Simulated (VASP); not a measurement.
# SrTiO3 (P4/mmm) in VASP: notebook

The runs below take SrTiO3 through single point, with PBEsol.

Everything below comes from runs of VASP 6.6.1. Logs are shortened: lines on timing, memory, paths and dates and some standing lists are left out, and cuts for length are marked.

**1. The cell of the first run**

The structure is tetragonal, space group P4/mmm (No. 123). Conventional cell: a = 3.905 Å, b = 3.905 Å, c = 3.983 Å, α = 90.00°, β = 90.00°, γ = 90.00°. Sr (site symmetry 4/mmm) has 12 O at 2.76 to 2.79 Å and 8 Ti at 3.40 Å within 3.6 Å. Within 2.6 Å of Ti (site symmetry 4/mmm) lie 6 O at 1.95 to 1.99 Å. O (site symmetry mmm) has 2 Ti at 1.95 Å within 2.6 Å. Within 2.6 Å of O (site symmetry 4/mmm) lie 2 Ti at 1.99 Å.

**2. Single point, PBEsol (zz strain of +2 %)**

Input file INCAR:

```
SYSTEM = SrTiO3
PREC     = Accurate       ! precision mode
ENCUT    = 520            ! plane-wave cutoff, eV
EDIFF    = 1E-6           ! SCF threshold, eV
ISMEAR   = -1             ! smearing method
SIGMA    = 0.05           ! smearing width, eV
LREAL    = .FALSE.        ! projectors in reciprocal space
LASPH    = .TRUE.         ! aspherical terms in the spheres
NELM     = 100            ! most SCF steps
ALGO     = Normal         ! electronic algorithm
ISIF     = 2              ! what is computed and relaxed
LWAVE    = .FALSE.        ! write WAVECAR
LCHARG   = .TRUE.         ! write CHGCAR
GGA      = PS             ! functional
LELF     = .TRUE.         ! ELF
LVHAR    = .TRUE.       
NBANDS   = 28             ! bands
```

Input file KPOINTS:

```
regular mesh
0
G
  7 7 7
  0 0 0
```

Input file POSCAR:

```
SrTiO3
1.0
    3.9050000000      0.0000000000      0.0000000000
    0.0000000000      3.9050000000      0.0000000000
    0.0000000000      0.0000000000      3.9831000000
Sr Ti O
1 1 3
Direct
    0.0000000000      0.0000000000      0.0000000000
    0.5000000000      0.5000000000      0.5000000000
    0.0000000000      0.5000000000      0.5000000000
    0.5000000000      0.0000000000      0.5000000000
    0.5000000000      0.5000000000      0.0000000000
```

Potentials or basis: VASP PAW PBE potentials, release 64 (Sr_sv, Ti_sv, O).

Started as:

```
$ cat potpaw_PBE.64/Sr_sv/POTCAR potpaw_PBE.64/Ti_sv/POTCAR potpaw_PBE.64/O/POTCAR > POTCAR
$ mpirun -np 1 vasp_std > vasp.out
```

OUTCAR:

```text
SYSTEM = SrTiO3
   PREC = Accurate
   ENCUT = 520
   EDIFF = 1E-6
   ISMEAR = -1
   LREAL = .FALSE.
   LASPH = .TRUE.
   NELM = 100
   ISIF = 2
   GGA = PS

 ion  position               nearest neighbor table
   1  0.000  0.000  0.000-   5 2.76   5 2.76   5 2.76   5 2.76   4 2.79   3 2.79   4 2.79   3 2.79
                             4 2.79   3 2.79   4 2.79   3 2.79   2 3.40   2 3.40   2 3.40   2 3.40
   2  0.500  0.500  0.500-   3 1.95   4 1.95   4 1.95   3 1.95   5 1.99   5 1.99   1 3.40   1 3.40
                             1 3.40   1 3.40   1 3.40   1 3.40   1 3.40   1 3.40
   3  0.000  0.500  0.500-   2 1.95   2 1.95   1 2.79   1 2.79   1 2.79   1 2.79
   4  0.500  0.000  0.500-   2 1.95   2 1.95   1 2.79   1 2.79   1 2.79   1 2.79
   5  0.500  0.500  0.000-   2 1.99   2 1.99   1 2.76   1 2.76   1 2.76   1 2.76

  LATTYP: Found a simple tetragonal cell.
 ALAT       =     3.9050000000
 C/A-ratio  =     1.0200000000

  Lattice vectors:

 A1 = (   3.9050000000,   0.0000000000,   0.0000000000)
 A2 = (   0.0000000000,   3.9050000000,   0.0000000000)
 A3 = (   0.0000000000,   0.0000000000,   3.9831000000)

Analysis of symmetry for initial positions (statically):
=====================================================================
 Subroutine PRICEL returns:
 Original cell was already a primitive cell.

 Routine SETGRP: Setting up the symmetry group for a
 simple tetragonal supercell.

 Subroutine GETGRP returns: Found 16 space group operations
 (whereof 16 operations were pure point group operations)
 out of a pool of 16 trial point group operations.

The static configuration has the point symmetry D_4h.

Analysis of symmetry for dynamics (positions and initial velocities):
=====================================================================
 Subroutine PRICEL returns:
 Original cell was already a primitive cell.

 Routine SETGRP: Setting up the symmetry group for a
 simple tetragonal supercell.

 Subroutine GETGRP returns: Found 16 space group operations
 (whereof 16 operations were pure point group operations)
 out of a pool of 16 trial point group operations.

The dynamic configuration has the point symmetry D_4h.

 Subroutine INISYM returns: Found 16 space group operations
 (whereof 16 operations are pure point group operations),
 and found     1 'primitive' translations

----------------------------------------------------------------------------------------

                                     Primitive cell

  volume of cell :      60.7384

  direct lattice vectors                    reciprocal lattice vectors
     3.905000000  0.000000000  0.000000000     0.256081946  0.000000000  0.000000000
     0.000000000  3.905000000  0.000000000     0.000000000  0.256081946  0.000000000
     0.000000000  0.000000000  3.983100000     0.000000000  0.000000000  0.251060732

  length of vectors
     3.905000000  3.905000000  3.983100000     0.256081946  0.256081946  0.251060732

  position of ions in fractional coordinates (direct lattice)
     0.000000000  0.000000000  0.000000000
     0.500000000  0.500000000  0.500000000
     0.000000000  0.500000000  0.500000000
     0.500000000  0.000000000  0.500000000
     0.500000000  0.500000000  0.000000000

  ion indices of the primitive-cell ions
   primitive index   ion index
                 1           1
                 2           2
                 3           3
                 4           4
                 5           5

----------------------------------------------------------------------------------------

 KPOINTS: regular mesh

Automatic generation of k-mesh.
 Grid dimensions read from file:
 generate k-points for:    7    7    7

 Generating k-lattice:

  Cartesian coordinates                     Fractional coordinates (reciprocal lattice)
     0.036583135  0.000000000  0.000000000     0.142857143  0.000000000  0.000000000
     0.000000000  0.036583135  0.000000000     0.000000000  0.142857143  0.000000000
     0.000000000  0.000000000  0.035865819     0.000000000  0.000000000  0.142857143

  Length of vectors
     0.036583135  0.036583135  0.035865819

  Shift w.r.t. Gamma in fractional coordinates (k-lattice)
     0.000000000  0.000000000  0.000000000

 Subroutine IBZKPT returns following result:
 ===========================================

 Found     40 irreducible k-points:

 Following reciprocal coordinates:
            Coordinates               Weight
  0.000000  0.000000  0.000000      1.000000
  0.142857  0.000000  0.000000      4.000000
  0.285714  0.000000  0.000000      4.000000
  0.428571  0.000000  0.000000      4.000000
  0.142857  0.142857  0.000000      4.000000
  0.285714  0.142857  0.000000      8.000000
[... 16 lines left out ...]
  0.285714  0.000000  0.285714      8.000000
  0.428571  0.000000  0.285714      8.000000
 [... further k-points ...]
   k-points           NKPTS =     40   k-points in BZ     NKDIM =     40   number of bands    NBANDS=     28
   number of dos      NEDOS =    301   number of ions     NIONS =      5
   total plane-waves  NPLWV =  27000
   dimension x,y,z NGX =    30 NGY =   30 NGZ =   30
   dimension x,y,z NGXF=    60 NGYF=   60 NGZF=   60
   ions per type =               1   1   3
   NGX,Y,Z   is equivalent  to a cutoff of  12.77, 12.77, 12.52 a.u.
   NGXF,Y,Z  is equivalent  to a cutoff of  25.54, 25.54, 25.04 a.u.
 SYSTEM =  SrTiO3
   PREC   = accura    normal or accurate (medium, high low for compatibility)
   ISTART =      0    job   : 0-new  1-cont  2-samecut
   ICHARG =      2    charge: 1-file 2-atom 10-const
   ISPIN  =      1    spin polarized calculation?
   LNONCOLLINEAR =      F non collinear calculations
   LSORBIT =      F    spin-orbit coupling
   LASPH  =      T    aspherical Exc in radial PAW
   ENCUT  =  520.0 eV  38.22 Ry    6.18 a.u.   7.26  7.26  7.41*2*pi/ulx,y,z
   NELM   =    100;   NELMIN=  2; NELMDL= -5     # of ELM steps
   EDIFF  = 0.1E-05   stopping-criterion for ELM
   LREAL  =      F    real-space projection
   EDIFFG = 0.1E-04   stopping-criterion for IOM
   NSW    =      0    number of steps for IOM
   IBRION =     -1    ionic relax: 0-MD 1-quasi-New 2-CG
   NFREE  =      0    steps in history (QN), initial steepest desc. (CG)
   ISIF   =      2    stress and relaxation
   ISYM   =      2    0-nonsym 1-usesym 2-fastsym
   POTIM  = 0.5000    time-step for ionic-motion
   TEBEG  =    0.0;   TEEND  =   0.0 temperature during run
   PSTRESS=    0.0 pullay stress
   NELECT =      40.0000    total number of electrons
   NUPDOWN=      -1.0000    fix difference up-down
   EMIN   =  10.00;   EMAX   =-10.00  energy-range for DOS
   EFERMI =   0.00;   METHOD = LEGACY
   ISMEAR =    -1;   SIGMA  =   0.05  broadening in eV -4-tet -1-fermi 0-gaus
   EFERMI_NEDOS =   21; number of points for ismear=-14 and -15
   IALGO  =     38    algorithm
   IMIX   =      4    mixing-type and parameters
     AMIX     =   0.40;   BMIX     =  1.00
     AMIX_MAG =   1.60;   BMIX_MAG =  1.00
  volume/ion in A,a.u.               =      12.15        81.98
  Fermi-wavevector in a.u.,A,eV,Ry     =   1.424318  2.691571 27.601904  2.028683
  Thomas-Fermi vector in A             =   2.544822
   LORBIT       =      0    0 simple, 1 ext, 2 COOP (PROOUT), +10 PAW based schemes
   GGA     = PS    functional components
   LHFCALC =     F    Hartree Fock is set to
   AEXX    =    0.0000 exact exchange contribution
   IVDW    =     0    specifies the selected vdW correction
   LEPSILON=     F    determine dielectric tensor
   LRPA    =     F    only Hartree local field effects (RPA)
 non-spin polarized calculation
  energy-cutoff  :      520.00
  volume of cell :       60.74
 maximum number of plane-waves:      1655
 NGX is ok and might be reduce to    30
   NGX = 15   NGY = 15   NGZ = 15

 number of electron      39.9999996 magnetization

 Free energy of the ion-electron system (eV)
  ---------------------------------------------------
  ext. energy  EPLUGINS =         0.00000000
  ---------------------------------------------------
  free energy    TOTEN  =       -41.98381051 eV

  energy without entropy =      -41.98381050  energy(sigma->0) =      -41.98381050

 E-fermi :   4.7454     XC(G=0): -11.4343

 val. band max:        3.8047073005   @ k =   0.4286   0.4286   0.4286
 cond. band min:       5.6212333532   @ k =   0.0000   0.0000   0.0000
 fundamental gap:      1.8165260527
 Fermi energy:         4.7454316125

 k-point     1 :       0.0000    0.0000    0.0000
  band No.  band energies     occupation
      1     -52.4157      2.00000
      2     -28.8402      2.00000
      3     -28.7694      2.00000
      4     -28.7694      2.00000
      5     -28.7553      2.00000
      6     -13.4294      2.00000
[... 20 lines left out ...]
     27       9.2106      0.00000
     28       9.7199      0.00000

 k-point     2 :       0.1429    0.0000    0.0000
  band No.  band energies     occupation
      1     -52.4154      2.00000
      2     -28.8630      2.00000
      3     -28.7689      2.00000
      4     -28.7559      2.00000
      5     -28.7547      2.00000
      6     -13.4290      2.00000
[... 20 lines left out ...]
     27       9.5698      0.00000
     28      10.2177      0.00000

 k-point     3 :       0.2857    0.0000    0.0000
  band No.  band energies     occupation
      1     -52.4147      2.00000
      2     -28.9035      2.00000
      3     -28.7677      2.00000
      4     -28.7534      2.00000
      5     -28.7356      2.00000
      6     -13.5039      2.00000
[... 20 lines left out ...]
     27      10.3819      0.00000
     28      11.5214      0.00000

 k-point     4 :       0.4286    0.0000    0.0000
  band No.  band energies     occupation
      1     -52.4142      2.00000
      2     -28.9322      2.00000
      3     -28.7666      2.00000
      4     -28.7524      2.00000
      5     -28.7230      2.00000
      6     -13.6054      2.00000
[... 20 lines left out ...]
     27      11.0672      0.00000
     28      11.7640      0.00000

 k-point     5 :       0.1429    0.1429    0.0000
  band No.  band energies     occupation
      1     -52.4151      2.00000
      2     -28.8713      2.00000
      3     -28.7826      2.00000
      4     -28.7541      2.00000
      5     -28.7427      2.00000
      6     -13.4015      2.00000
[... 20 lines left out ...]
     27       9.8732      0.00000
     28      10.5667      0.00000

 k-point     6 :       0.2857    0.1429    0.0000
  band No.  band energies     occupation
      1     -52.4144      2.00000
      2     -28.8969      2.00000
      3     -28.7862      2.00000
      4     -28.7528      2.00000
      5     -28.7330      2.00000
      6     -13.4195      2.00000
[... 463 lines left out ...]
      5     -28.7220      2.00000
      6     -13.5565      2.00000
[... 20 lines left out ...]
     27      10.2471      0.00000
     28      11.4457      0.00000

 k-point    22 :       0.1429    0.0000    0.2857
  band No.  band energies     occupation
      1     -52.4147      2.00000
      2     -28.8898      2.00000
      3     -28.7828      2.00000
      4     -28.7675      2.00000
      5     -28.7224      2.00000
      6     -13.4750      2.00000
[... 20 lines left out ...]
     27      10.5925      0.00000
     28      11.4919      0.00000

 k-point    23 :       0.2857    0.0000    0.2857
  band No.  band energies     occupation
      1     -52.4140      2.00000
      2     -28.8832      2.00000
      3     -28.8009      2.00000
      4     -28.7663      2.00000
      5     -28.7317      2.00000
      6     -13.3184      2.00000
[... 20 lines left out ...]
     27      11.4681      0.00000
     28      11.7869      0.00000

 k-point    24 :       0.4286    0.0000    0.2857
  band No.  band energies     occupation
      1     -52.4135      2.00000
      2     -28.8904      2.00000
      3     -28.7919      2.00000
      4     -28.7653      2.00000
      5     -28.7499      2.00000
      6     -13.2547      2.00000
[... 20 lines left out ...]
     27      12.0153      0.00000
     28      12.2786      0.00000

 [... further k-points ...]

------------------------ aborting loop because EDIFF is reached ----------------------------------------

  FORCE on cell =-STRESS in cart. coord.  units (eV):
  Direction    XX          YY          ZZ          XY          YZ          ZX
  --------------------------------------------------------------------------------------
  -------------------------------------------------------------------------------------
  Total       -1.2095984     -1.2095984     -2.7908633      0.0000000     -0.0000000      0.0000000
  in kB      -31.9071856    -31.9071856    -73.6183138      0.0000000     -0.0000000      0.0000000
  external PRESSURE =     -45.8108950 kB  Pullay stress =       0.0000000 kB

 VOLUME and BASIS-vectors are now :
 -----------------------------------------------------------------------------
  energy-cutoff  :      520.00
  volume of cell :       60.74
      direct lattice vectors                 reciprocal lattice vectors
     3.905000000  0.000000000  0.000000000     0.256081946  0.000000000  0.000000000
     0.000000000  3.905000000  0.000000000     0.000000000  0.256081946  0.000000000
     0.000000000  0.000000000  3.983100000     0.000000000  0.000000000  0.251060732

 POSITION                                       TOTAL-FORCE (eV/Angst)
 -----------------------------------------------------------------------------------
      0.00000      0.00000      0.00000         0.000000      0.000000      0.000000
      1.95250      1.95250      1.99155         0.000000      0.000000      0.000000
      0.00000      1.95250      1.99155         0.000000      0.000000      0.000000
      1.95250      0.00000      1.99155         0.000000      0.000000      0.000000
      1.95250      1.95250      0.00000         0.000000      0.000000      0.000000
 -----------------------------------------------------------------------------------
    total drift:                                0.000000      0.000000     -0.000000

  FREE ENERGIE OF THE ION-ELECTRON SYSTEM (eV)
  ---------------------------------------------------
  free  energy   TOTEN  =       -41.9838105057 eV

  energy  without entropy=      -41.9838105039  energy(sigma->0) =      -41.98381050
```

Wall time 44 s (1 thread of Intel Xeon Platinum 8488C (Sapphire Rapids), shared host); peak memory 0.21 GiB.

What came out:

| Property | Result |
| --- | --- |
| Free energy | -41.9838 eV |
| Pressure | -4.6 GPa |
| Band gap on the k mesh | 1.82 eV (least direct gap 2.12 eV) |

Caveat: the cell differs from its parent crystal (zz strain of +2 %); the cell stands under tension; the PAW data sets were made with another functional, which shifts forces and pressure a little. A k mesh can miss the band edges.

(Continued in part 2 of 2.)
